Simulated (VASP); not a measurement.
# AlGa3N2 (Ibam) in VASP: notebook, part 2 of 2

VASP 6.6.1. The steps go on from the part before.

## (3) Relaxation of cell and atoms, PBE

This run uses another cell than the first one, of 14.62 Å³/atom.

INCAR

```
  PREC = Accurate
  ENCUT = 600
  EDIFF = 1E-6
  ISMEAR = 0
  SIGMA = 0.15
  LREAL = F
  LASPH = T
  NELM = 80
  ALGO = Normal
  ISIF = 3
  LWAVE = F
  LCHARG = F
  GGA = PE
  IBRION = 2
  NSW = 36
  EDIFFG = -0.08
```

KPOINTS

```
regular mesh
0
Gamma
  3 3 3
```

POSCAR

```
AlGa3N2
1.0
   -2.8000000000      5.8000000000      2.7000000000
    2.8000000000     -5.8000000000      2.7000000000
    2.8000000000      5.8000000000     -2.7000000000
Al Ga N
2 6 4
Direct
    0.7500000000      0.7500000000      0.0000000000
    0.2500000000      0.2500000000      0.0000000000
    0.2500000000      0.7500000000      0.5000000000
    0.7500000000      0.2500000000      0.5000000000
    0.5000000000      0.7500000000      0.7500000000
    0.0000000000      0.2500000000      0.7500000000
    0.0000000000      0.7500000000      0.2500000000
    0.5000000000      0.2500000000      0.2500000000
    0.9050000000      0.8100000000      0.7150000000
    0.4050000000      0.6900000000      0.0950000000
    0.5950000000      0.3100000000      0.9050000000
    0.0950000000      0.1900000000      0.2850000000
```

Potentials or basis: VASP PAW PBE potentials, release 64 (Al, Ga_d, N).

Started as:

```sh
> cat potpaw_PBE.64/Al/POTCAR potpaw_PBE.64/Ga_d/POTCAR potpaw_PBE.64/N/POTCAR > POTCAR
> mpirun -np 1 vasp_std > vasp.out
```

OUTCAR:

```text
PREC = Accurate
   ENCUT = 600
   EDIFF = 1E-6
   ISMEAR = 0
   LREAL = F
   LASPH = T
   NELM = 80
   ISIF = 3
   GGA = PE
   IBRION = 2
   NSW = 36
   EDIFFG = -0.08

 ion  position               nearest neighbor table
   1  0.750  0.750  0.000-   9 2.04  10 2.04  11 2.04  12 2.04   2 2.70   2 2.70   4 2.80   4 2.80
                             5 2.90   7 2.90
   2  0.250  0.250  0.000-   9 2.04  10 2.04  11 2.04  12 2.04   1 2.70   1 2.70   3 2.80   3 2.80
                             6 2.90   8 2.90
   3  0.250  0.750  0.500-   4 2.70   4 2.70   2 2.80   2 2.80   5 2.90   7 2.90
   4  0.750  0.250  0.500-   3 2.70   3 2.70   1 2.80   1 2.80   6 2.90   8 2.90
   5  0.500  0.750  0.750-   6 2.70   6 2.70   8 2.80   8 2.80   1 2.90   3 2.90
   6  0.000  0.250  0.750-   5 2.70   5 2.70   7 2.80   7 2.80   2 2.90   4 2.90
   7  0.000  0.750  0.250-   8 2.70   8 2.70   6 2.80   6 2.80   1 2.90   3 2.90
   8  0.500  0.250  0.250-   7 2.70   7 2.70   5 2.80   5 2.80   2 2.90   4 2.90
   9  0.905  0.810  0.715-   1 2.04   2 2.04
  10  0.405  0.690  0.095-   1 2.04   2 2.04
  11  0.595  0.310  0.905-   1 2.04   2 2.04
  12  0.095  0.190  0.285-   1 2.04   2 2.04

  LATTYP: Found a body centered orthorhombic cell.
 ALAT       =     5.4000000000
 B/A-ratio  =     1.0370370370
 C/A-ratio  =     2.1481481481

  Lattice vectors:

 A1 = (   2.8000000000,   5.8000000000,  -2.7000000000)
 A2 = (  -2.8000000000,   5.8000000000,   2.7000000000)
 A3 = (   2.8000000000,  -5.8000000000,   2.7000000000)

Analysis of symmetry for initial positions (statically):
=====================================================================
 Subroutine PRICEL returns:
 Original cell was already a primitive cell.

 Routine SETGRP: Setting up the symmetry group for a
 body centered orthorhombic supercell.

 Subroutine GETGRP returns: Found  8 space group operations
 (whereof  4 operations were pure point group operations)
 out of a pool of  8 trial point group operations.

The static configuration has the point symmetry C_2h.
 The point group associated with its full space group is D_2h.

Analysis of symmetry for dynamics (positions and initial velocities):
=====================================================================
 Subroutine PRICEL returns:
 Original cell was already a primitive cell.

 Routine SETGRP: Setting up the symmetry group for a
 body centered orthorhombic supercell.

 Subroutine GETGRP returns: Found  8 space group operations
 (whereof  4 operations were pure point group operations)
 out of a pool of  8 trial point group operations.

The dynamic configuration has the point symmetry C_2h.
 The point group associated with its full space group is D_2h.

 Subroutine INISYM returns: Found  8 space group operations
 (whereof  4 operations are pure point group operations),
 and found     1 'primitive' translations

----------------------------------------------------------------------------------------

                                     Primitive cell

  volume of cell :     175.3920

  direct lattice vectors                    reciprocal lattice vectors
    -2.800000000  5.800000000  2.700000000     0.000000000  0.086206897  0.185185185
     2.800000000 -5.800000000  2.700000000     0.178571429  0.000000000  0.185185185
     2.800000000  5.800000000 -2.700000000     0.178571429  0.086206897  0.000000000

  length of vectors
     6.983552105  6.983552105  6.983552105     0.204267427  0.257257280  0.198291160

  position of ions in fractional coordinates (direct lattice)
     0.750000000  0.750000000  0.000000000
     0.250000000  0.250000000  0.000000000
     0.250000000  0.750000000  0.500000000
[... 71 lines left out ...]
   ISTART =      0    job   : 0-new  1-cont  2-samecut
   ICHARG =      2    charge: 1-file 2-atom 10-const
   ISPIN  =      1    spin polarized calculation?
   LNONCOLLINEAR =      F non collinear calculations
   LSORBIT =      F    spin-orbit coupling
   LASPH  =      T    aspherical Exc in radial PAW
   ENCUT  =  600.0 eV  44.10 Ry    6.64 a.u.  13.95 13.95 13.95*2*pi/ulx,y,z
   NELM   =     80;   NELMIN=  2; NELMDL= -5     # of ELM steps
   EDIFF  = 0.1E-05   stopping-criterion for ELM
   LREAL  =      F    real-space projection
   EDIFFG = -.8E-01   stopping-criterion for IOM
   NSW    =     36    number of steps for IOM
   IBRION =      2    ionic relax: 0-MD 1-quasi-New 2-CG
   NFREE  =      1    steps in history (QN), initial steepest desc. (CG)
   ISIF   =      3    stress and relaxation
   ISYM   =      2    0-nonsym 1-usesym 2-fastsym
   POTIM  = 0.5000    time-step for ionic-motion
   TEBEG  =    0.0;   TEEND  =   0.0 temperature during run
   PSTRESS=    0.0 pullay stress
   NELECT =     104.0000    total number of electrons
   NUPDOWN=      -1.0000    fix difference up-down
   EMIN   =  10.00;   EMAX   =-10.00  energy-range for DOS
   EFERMI =   0.00;   METHOD = LEGACY
   ISMEAR =     0;   SIGMA  =   0.15  broadening in eV -4-tet -1-fermi 0-gaus
   EFERMI_NEDOS =   21; number of points for ismear=-14 and -15
   IALGO  =     38    algorithm
   IMIX   =      4    mixing-type and parameters
     AMIX     =   0.40;   BMIX     =  1.00
     AMIX_MAG =   1.60;   BMIX_MAG =  1.00
  volume/ion in A,a.u.               =      14.62        98.63
  Fermi-wavevector in a.u.,A,eV,Ry     =   1.375359  2.599051 25.736942  1.891612
  Thomas-Fermi vector in A             =   2.500702
   LORBIT       =      0    0 simple, 1 ext, 2 COOP (PROOUT), +10 PAW based schemes
   GGA     = PE    functional components
   LHFCALC =     F    Hartree Fock is set to
   AEXX    =    0.0000 exact exchange contribution
   IVDW    =     0    specifies the selected vdW correction
   LEPSILON=     F    determine dielectric tensor
   LRPA    =     F    only Hartree local field effects (RPA)
 conjugate gradient relaxation of ions
 non-spin polarized calculation
 Gauss-broadening in eV      SIGMA  =   0.15
  energy-cutoff  :      600.00
  volume of cell :      175.39
 maximum number of plane-waves:      5887
   NGX = 27   NGY = 27   NGZ = 27

--------------------------------------- Ionic step        1  -------------------------------------------

 number of electron     103.9999975 magnetization

 Free energy of the ion-electron system (eV)
  ---------------------------------------------------
  ext. energy  EPLUGINS =         0.00000000
  ---------------------------------------------------
  free energy    TOTEN  =       -54.42171122 eV

  energy without entropy =      -54.35842976  energy(sigma->0) =      -54.39007049

------------------------ aborting loop because EDIFF is reached ----------------------------------------

  FORCE on cell =-STRESS in cart. coord.  units (eV):
  Direction    XX          YY          ZZ          XY          YZ          ZX
  --------------------------------------------------------------------------------------
  -------------------------------------------------------------------------------------
  Total        2.5276251      0.4344224     -3.7519590      0.0000000      0.0000000      0.0000000
  in kB       23.0894431      3.9683782    -34.2735339      0.0000000      0.0000000      0.0000000
  external PRESSURE =      -2.4052376 kB  Pullay stress =       0.0000000 kB
[... 119 lines left out ...]
  FREE ENERGIE OF THE ION-ELECTRON SYSTEM (eV)
  ---------------------------------------------------
  free  energy   TOTEN  =       -55.5947184174 eV

  energy  without entropy=      -55.5450097252  energy(sigma->0) =      -55.56986407

 E-fermi :   4.0891     XC(G=0):  -9.9934

 val. band max:        3.9350796318   @ k =   0.0000   0.3333  -0.0000
 cond. band min:       4.1689408268   @ k =  -0.3333   0.3333   0.3333
 fundamental gap:      0.2338611950
 Fermi energy:         4.0890558454

 k-point     1 :       0.0000    0.0000    0.0000
  band No.  band energies     occupation
      1     -11.8084      2.00000
      2     -11.1223      2.00000
      3     -11.0757      2.00000
      4     -10.9769      2.00000
      5     -10.7739      2.00000
      6     -10.6627      2.00000
[... 509 lines left out ...]
     61       8.6363      0.00000
     62       9.5537      0.00000

[... ionic steps 4 to 26 ...]

--------------------------------------- Ionic step       27  -------------------------------------------

 number of electron     103.9999996 magnetization

------------------------ aborting loop because EDIFF is reached ----------------------------------------
[... 87 lines left out ...]
--------------------------------------- Ionic step       29  -------------------------------------------

 number of electron     103.9999992 magnetization

 Free energy of the ion-electron system (eV)
  ---------------------------------------------------
  ext. energy  EPLUGINS =         0.00000000
  ---------------------------------------------------
  free energy    TOTEN  =       -57.82950378 eV

  energy without entropy =      -57.80574347  energy(sigma->0) =      -57.81762362

 E-fermi :   4.5086     XC(G=0): -10.1136

 val. band max:        4.3169984455   @ k =   0.0000   0.3333  -0.0000
 cond. band min:       4.5383280784   @ k =   0.3333   0.0000   0.0000
 fundamental gap:      0.2213296328
 Fermi energy:         4.5086310103

 k-point     1 :       0.0000    0.0000    0.0000
  band No.  band energies     occupation
      1     -11.6739      2.00000
      2     -10.9576      2.00000
      3     -10.9358      2.00000
      4     -10.7875      2.00000
      5     -10.5087      2.00000
      6     -10.3946      2.00000
[... 548 lines left out ...]
  FREE ENERGIE OF THE ION-ELECTRON SYSTEM (eV)
  ---------------------------------------------------
  free  energy   TOTEN  =       -57.8295037788 eV

  energy  without entropy=      -57.8057434682  energy(sigma->0) =      -57.81762362

 reached required accuracy - stopping structural energy minimisation
```

It took 67 min on 1 thread of Intel Xeon Platinum 8259CL at 2.50GHz (Skylake/Cascade Lake), shared host; peak memory 0.51 GiB.

What came out:

- Free energy: -57.8295 eV
- Relaxed volume: 16.55 Å³/atom
- Relaxed cell: a = 7.027 Å, b = 7.027 Å, c = 7.027 Å, α = 124.30°, β = 74.47°, γ = 134.77°
- Space group after relaxing (to 0.1 Å): Ibam (No. 72)
- Energy gained by relaxing: 284.0 meV/atom
- Ionic steps: 29
- Pressure after relaxing: -0.2 GPa
- Largest force after relaxing: 0.059 eV/Å
- Band gap on the k mesh: zero (bands 52 and 53 overlap by 0.32 eV)

Forces in eV/Å, atoms in the order of the input:
```
Al   0.000  0.000  0.000
Al   0.000  0.000  0.000
Ga   0.000  0.000  0.000
Ga   0.000  0.000  0.000
Ga   0.000  0.048  0.000
Ga   0.000  0.048  0.000
Ga   0.000 -0.048  0.000
Ga   0.000 -0.048  0.000
N   -0.059  0.002  0.000
N    0.059  0.002  0.000
N   -0.059 -0.002  0.000
N    0.059 -0.002  0.000
```

Stress tensor (GPa, compression positive):
```
-0.03  0.00  0.00
 0.00 -0.07  0.00
 0.00  0.00 -0.53
```

The path:
| step | energy change (eV) | largest force (eV/Å) | pressure (GPa) | volume (Å³) |
| --- | --- | --- | --- | --- |
| 1 | 0.0000 | 2.4735 | -0.24 | 175.39 |
| 2 | -0.9777 | 1.0855 | 1.41 | 174.81 |
| 3 | -1.1730 | 0.3870 | 3.42 | 174.43 |
| 4 | -1.4164 | 0.5399 | 0.20 | 183.16 |
| 5 | -1.4790 | 0.7290 | -2.59 | 193.37 |
| 6 | -1.6618 | 0.9217 | -2.45 | 195.52 |
| 7 | -2.1373 | 1.3841 | -1.10 | 201.57 |
| 8 | -1.6001 | 1.4485 | 6.95 | 211.89 |
| 9 | -2.2597 | 1.6381 | 0.31 | 204.08 |
| 10 | -2.4984 | 1.2553 | 0.28 | 206.22 |
| 11 | -2.6143 | 0.7429 | 0.61 | 208.83 |
| 12 | -2.7272 | 0.6754 | -0.23 | 209.80 |
| 13 | -2.9132 | 0.7074 | -2.60 | 212.63 |
| 14 | -2.9266 | 0.7776 | -3.32 | 213.51 |
| 15 | -3.0268 | 0.6348 | -2.72 | 210.89 |
| 16 | -3.2104 | 0.2527 | -0.66 | 203.10 |
| 17 | -3.1347 | 0.3029 | 4.04 | 187.86 |
| 18 | -3.2430 | 0.2491 | 1.06 | 196.93 |
| 19 | -3.2816 | 0.2008 | 0.61 | 197.00 |
| 20 | -3.3102 | 0.2865 | -0.54 | 197.09 |
| 21 | -3.3135 | 0.2276 | -0.26 | 197.08 |
| 22 | -3.3413 | 0.1814 | -0.05 | 196.49 |
| 23 | -3.3792 | 0.2123 | 0.83 | 194.68 |
| 24 | -3.3936 | 0.1294 | -0.40 | 197.02 |
| 25 | -3.3962 | 0.0833 | -0.10 | 196.35 |
| 26 | -3.4012 | 0.0871 | 0.20 | 196.39 |
| 27 | -3.4020 | 0.1200 | 0.35 | 196.40 |
| 28 | -3.4061 | 0.0930 | 0.12 | 197.31 |
| 29 | -3.4078 | 0.0590 | -0.21 | 198.54 |

Final structure:
```
Al Ga N
1.0
    -3.28304    5.59486    2.70229
     3.28304   -5.59486    2.70229
     3.28304    5.59486   -2.70229
Al Ga N
2 6 4
Cartesian
  0.0000 0.0000 4.0534
  0.0000 0.0000 1.3511
  3.2830 0.0000 1.3511
  0.0000 5.5949 1.3511
  3.2830 2.8590 1.3511
  3.2830 2.8590 -1.3511
  0.0000 2.7359 4.0534
  0.0000 2.7359 1.3511
  2.7726 4.3348 2.7023
  3.7935 4.3348 0.0000
  -0.5105 1.2601 2.7023
  0.5105 1.2601 0.0000
```

Levels at points of the mesh, in eV from the Fermi level:
```csv
k point,band 50,band 51,band 52,band 53,band 54,band 55
"(0.00, 0.00, 0.00)",-1.28,-1.25,-1.15,0.93,1.06,1.78
```

Caveat: the k points lie up to 0.43 Å⁻¹ apart in the final cell; semilocal functionals underestimate gaps, so a narrow gap can read as zero; the relaxation stopped at a loose force limit of 0.08 eV/Å, so its end isn't a converged minimum.
